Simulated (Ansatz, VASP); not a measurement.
# One calculation of P, two programs

```xyz
2
Lattice="1.7418 1.0056 3.1141 -1.7418 1.0056 3.1141 0.0000 -2.0112 3.1141" Properties=species:S:1:pos:R:3 pbc="T T T"
P     0.0000    0.0000    7.2146
P     0.0000    0.0000    2.1277
```

Change from the starting cell: the structure that the rattled cell fell into.

Alike in both runs: task relaxation of cell and atoms; functional PBE; k mesh 21 × 21 × 21; occupations gaussian, width 0.1 eV; no spin polarisation.

|  | VASP | Ansatz |
| --- | --- | --- |
| version | VASP 6.6.1 | Ansatz 0.2.0 |
| potentials or method | VASP PAW PBE potentials, release 64 (P), cutoff 600 eV | scalar-relativistic, plane waves, PAW |
| valence electrons in the cell | 10 | 10 |

VASP gave:

* gap on the k mesh at the Fermi level, each at its own relaxed structure (eV): none
* relaxed volume (Å³/atom): 16.12
* relaxed cell length with the largest relative difference (Å): 3.675

Problem. What did Ansatz give for the same quantities?

Solution. gap on the k mesh at the Fermi level, each at its own relaxed structure (eV): none; relaxed volume (Å³/atom): 16.10; relaxed cell length with the largest relative difference (Å): 3.668.

A gap of «none» marks a metal or a gap that the smearing closes.
